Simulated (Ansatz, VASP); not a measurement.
## Two plane-wave programs on Cu

```
Cu
1.0
     2.52059    0.00000    0.00000
    -1.26030    2.18290    0.00000
     0.00000    0.00000    4.11705
Cu
2
Cartesian
  0.0000 1.4553 1.0293
  1.2603 0.7276 3.0878
```

Alike in both runs: functional PBEsol; k mesh 18 × 18 × 10; occupations gaussian, width 0.1 eV; no spin polarisation.

Ansatz relaxed the structure, and its values are those at the end. VASP's run is a single point on that final structure, the one shown.

```csv
,VASP,Ansatz
version,VASP 6.6.1,Ansatz 0.2.0
potentials or method,"VASP PAW PBE potentials, release 64 (Cu), cutoff 600 eV","scalar-relativistic, plane waves, PAW"
valence electrons in the cell,22,38
```

VASP gave:

| Property | Result |
| --- | --- |
| gap on the k mesh at the Fermi level (eV) | none |
| pressure (GPa) | 0.8 |

**Question.** Estimate Ansatz's values.

**Answer.** gap on the k mesh at the Fermi level (eV): none; pressure (GPa): 0.0.

VASP's potentials were made for PBE, not for PBEsol. A gap of «none» marks a metal or a gap that the smearing closes. With one functional, cell and mesh, what is left measures potentials, basis and numerics. VASP's potentials hold 22 valence electrons a cell and Ansatz's 38, so a difference there can come from the potentials and not from the codes.
